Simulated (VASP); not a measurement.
Runs of VASP 6.6.1 on ScAlN2. The structure is that of space group R-3m (No. 166), or close to it. The cells are those of the table. 

```tsv
level	cell	gap on the mesh (eV)	pressure (GPa)	largest force (eV/Å)
r2SCAN	a = 5.270 Å, angles 33.8°, 4 atoms	(b)	(a)	0.06
r2SCAN	a = 5.112 Å, angles 33.8°, 4 atoms	1.07	(d)	(c)
PBE	a = 5.189 Å, angles 33.9°, 4 atoms	0.73	7.8	0.14
r2SCAN	a = 5.166 Å, angles 33.8°, 4 atoms	1.12	8.8	0.19
PBE	a = 5.293 Å, angles 33.9°, 4 atoms	0.82	-5.6	0.01
```

Alike in all rows: task single point; potentials or basis VASP PAW PBE potentials, release 64 (Sc_sv, Al, N); no spin polarisation; k mesh 8 × 8 × 8; cutoff (eV) 520; smearing gaussian 0.01 eV.

Question: Estimate the missing entries.

Answer: (a) -5.9; (b) 1.22; (c) 0.28; (d) 18.0.

Caveats: the PAW data sets were made with another functional, which shifts forces and pressure a little (some runs).

A k mesh can miss the band edges.
